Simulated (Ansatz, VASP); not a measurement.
## BeTe in VASP and in Ansatz

Contents of INCAR:

```
PREC = Accurate ; ENCUT = 600
EDIFF = 1E-6 ; ISMEAR = 0
SIGMA = 0.01 ; LREAL = F
LASPH = T ; NELM = 120
ALGO = Normal ; ISIF = 2
LWAVE = F ; LCHARG = T
LELF = T ; LVHAR = T
NBANDS = 11 ; GGA_COMPAT = F
```

File KPOINTS:

```
regular mesh
0
Gamma
  8 8 8
```

File POSCAR:

```
BeTe
1.0
    0.0000000000      2.7700000000      2.7700000000
    2.7700000000      0.0000000000      2.7700000000
    2.7700000000      2.7700000000      0.0000000000
Be Te
1 1
Direct
    0.0000000000      0.0000000000      0.0000000000
    0.7500000000      0.7500000000      0.7500000000
```

Input for Ansatz:

```yaml
crystal:
  lattice:
    - [0.0, 2.77, 2.77]
    - [2.77, 0.0, 2.77]
    - [2.77, 2.77, 0.0]
  atoms:
    - { symbol: Be, position: [0.0, 0.0, 0.0] }
    - { symbol: Te, position: [0.75, 0.75, 0.75] }
kpoints:
  mp_grid: { grid: [8, 8, 8] }
scf:
  occupations: { method: fixed }
hamiltonian:
  xc: lda
  pseudopotentials: { kind: all_electron, lapw: { basis_error: 0.001 } }
output:
  forces: true
  stress: true
  eigenvalues: true
  eigenstates:
    nscf_kmesh: { grid: [16, 16, 16] }
    de_dk: true
    e_range: [-9, 11.7694]
  optics:
    e_range: [0, 30]
    de: 0.2
    sigma: 0.15
    bands: { spectra_wanted_up_to: 30 }
    nscf_kmesh: { grid: [16, 16, 16] }
checkpoint:
  write: ck
  write_wavefunctions: false
```

Alike in both runs: task single point; functional LDA; k mesh 8 × 8 × 8; no spin polarisation.

|  | VASP | Ansatz |
| --- | --- | --- |
| version | VASP 6.6.1 | Ansatz 0.2.0 |
| potentials or method | VASP PAW LDA potentials, release 64 (Be, Te), cutoff 600 eV | all-electron LAPW, scalar-relativistic |
| occupations | gaussian, width 0.01 eV | fixed |

|  | VASP | Ansatz | Ansatz less VASP |
| --- | --- | --- | --- |
| gap on the k mesh at the Fermi level (eV) | 1.75 | 1.77 | +0.019 |
| pressure (GPa) | 0.8 | 0.5 | -0.28 |

LDA's correlation is that of Perdew and Zunger in VASP and of Perdew and Wang (1992) in Ansatz. Ansatz ran all-electron here, and VASP with PAW potentials.

Spin-orbit coupling is off throughout.
